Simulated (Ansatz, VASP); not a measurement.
## SnSe4: VASP beside Ansatz

The input INCAR:

```
PREC = Accurate ; ENCUT = 520
EDIFF = 1E-7 ; ISMEAR = 0
SIGMA = 0.1 ; LREAL = F
LASPH = T ; NELM = 80
ALGO = Normal ; ISIF = 2
LWAVE = F ; LCHARG = F
GGA = PE ; NBANDS = 27
```

The input KPOINTS:

```
regular mesh
0
Gamma
  4 4 4
```

File POSCAR:

```
SnSe4
1.0
    5.3603027000      0.0000000000      0.0000000000
    0.0000000000      5.3603027000      0.0000000000
    0.0000000000      0.0000000000      5.3603027000
Sn Se
1 4
Direct
    0.0000000000      0.0000000000      0.0000000000
    0.2500000000      0.2500000000      0.2500000000
    0.7500000000      0.7500000000      0.2500000000
    0.2500000000      0.7500000000      0.7500000000
    0.7500000000      0.2500000000      0.7500000000
```

Input for Ansatz:

```yaml
crystal:
  lattice:
    - [5.3603027, 0.0, 0.0]
    - [0.0, 5.3603027, 0.0]
    - [0.0, 0.0, 5.3603027]
  atoms:
    - { symbol: Sn, position: [0.0, 0.0, 0.0] }
    - { symbol: Se, position: [0.25, 0.25, 0.25] }
    - { symbol: Se, position: [0.75, 0.75, 0.25] }
    - { symbol: Se, position: [0.25, 0.75, 0.75] }
    - { symbol: Se, position: [0.75, 0.25, 0.75] }
basis:
  ecutwfc: 420
kpoints:
  mp_grid: { grid: [4, 4, 4] }
hamiltonian:
  xc: pbe
scf:
  occupations: { method: gaussian, width: 0.1 }
  lower_state_search: "off"
output:
  forces: true
  stress: true
  eigenvalues: true
```

Change from the starting cell: species swapped into the SnI4 type (P-43m, No. 215).

Alike in both runs: task single point; functional PBE; k mesh 4 × 4 × 4; occupations gaussian, width 0.1 eV; no spin polarisation.

```csv
,VASP,Ansatz
version,VASP 6.6.1,Ansatz 0.2.0
potentials or method,"VASP PAW PBE potentials, release 64 (Sn_d, Se), cutoff 520 eV","scalar-relativistic, plane waves, PAW"
valence electrons in the cell,38,78
```

```csv
,VASP,Ansatz,Ansatz less VASP
gap on the k mesh at the Fermi level (eV),none,none,-
pressure (GPa),8.4,8.4,+0.01
```

A gap of «none» marks a metal or a gap that the smearing closes. VASP's potentials hold 38 valence electrons a cell and Ansatz's 78, so a difference there can come from the potentials and not from the codes.
